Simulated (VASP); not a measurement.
The system is CuO.

```
CELL_PARAMETERS angstrom
2.35736 -1.72263 0.00000
2.35736 1.72263 0.00000
-0.85566 0.00000 5.09137
ATOMIC_POSITIONS crystal
Cu 0.50000 0.00000 0.50000
Cu 0.00000 0.50000 0.00000
O 0.41840 0.58160 0.75000
O 0.58160 0.41840 0.25000
```

Base run:

```yaml
Program: VASP 6.6.1
Functional: RPBE
Dispersion: D4
Potentials_or_basis: VASP PAW PBE potentials, release 64 (Cu, O)
Cutoff: 520 eV
k_mesh: 10 × 10 × 5
Occupations: fermi-dirac, width 0.05 eV
Spin: no spin polarisation
```

Its results: band gap on the k mesh zero (bands 17 and 18 overlap by 0.60 eV); pressure -0.8 GPa; largest force 0.199 eV/Å.

Task: After a change of settings the same cell gave: band gap on the k mesh zero (bands 17 and 18 overlap by 0.61 eV); pressure -7.8 GPa; largest force 0.379 eV/Å. Which change was it?
A. functional from RPBE to PBEsol
B. functional from RPBE to revPBE; dispersion from D4 to none
C. functional from RPBE to PBE; dispersion from D4 to D3(BJ)

Result: A.

PBEsol binds more tightly than RPBE, so the same cell stands under less pressure.

Caveats: the PAW data sets were made with another functional, which shifts forces and pressure a little; semilocal functionals often make such compounds metallic where correlation or magnetic order opens a gap, which also shifts bond lengths; the cell stands under tension (at least some runs).
